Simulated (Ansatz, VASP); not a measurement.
## One calculation of InSb, two programs

The input INCAR:

```
  PREC = Accurate
  ENCUT = 520
  EDIFF = 1E-7
  ISMEAR = 0
  SIGMA = 0.15
  LREAL = False
  LASPH = True
  NELM = 60
  ALGO = Normal
  ISIF = 2
  LWAVE = False
  LCHARG = False
  GGA = PE
  NBANDS = 16
```

File KPOINTS:

```
regular mesh
0
Gamma
  16 16 16
```

Contents of POSCAR:

```
InSb
1.0
   -3.0567500000      3.0567500000      1.4236000000
    3.0567500000     -3.0567500000      1.4236000000
    3.0567500000      3.0567500000     -1.4236000000
In Sb
1 1
Direct
    0.2500000000      0.7500000000      0.5000000000
    0.0000000000      0.0000000000      0.0000000000
```

Input for Ansatz:

```yaml
crystal:
  lattice:
    - [-3.05675, 3.05675, 1.4236]
    - [3.05675, -3.05675, 1.4236]
    - [3.05675, 3.05675, -1.4236]
  atoms:
    - { symbol: In, position: [0.25, 0.75, 0.5] }
    - { symbol: Sb, position: [0.0, 0.0, 0.0] }
basis:
  ecutwfc: 420
kpoints:
  mp_grid: { grid: [16, 16, 16] }
hamiltonian:
  xc: pbe
  pseudopotentials: { kind: paw, azcp: { folder: soft_1 } }
scf:
  occupations: { method: gaussian, width: 0.15 }
output:
  forces: true
  stress: true
  eigenvalues: true
```

Alike in both runs: task single point; functional PBE; k mesh 16 × 16 × 16; occupations gaussian, width 0.15 eV; no spin polarisation.

|  | VASP | Ansatz |
| --- | --- | --- |
| version | VASP 6.6.1 | Ansatz 0.2.0 |
| potentials or method | VASP PAW PBE potentials, release 64 (In_d, Sb), cutoff 520 eV | scalar-relativistic, plane waves, PAW |
| valence electrons in the cell | 18 | 28 |

```csv
,VASP,Ansatz,Ansatz less VASP
gap on the k mesh at the Fermi level (eV),none,none,-
pressure (GPa),5.7,5.7,-0.01
"traceless stress, the component that is largest in VASP (GPa)",9.08,9.03,-0.053
```

A gap of «none» marks a metal or a gap that the smearing closes. VASP's potentials hold 18 valence electrons a cell and Ansatz's 28, so a difference there can come from the potentials and not from the codes.

Neither program's run includes spin-orbit coupling.
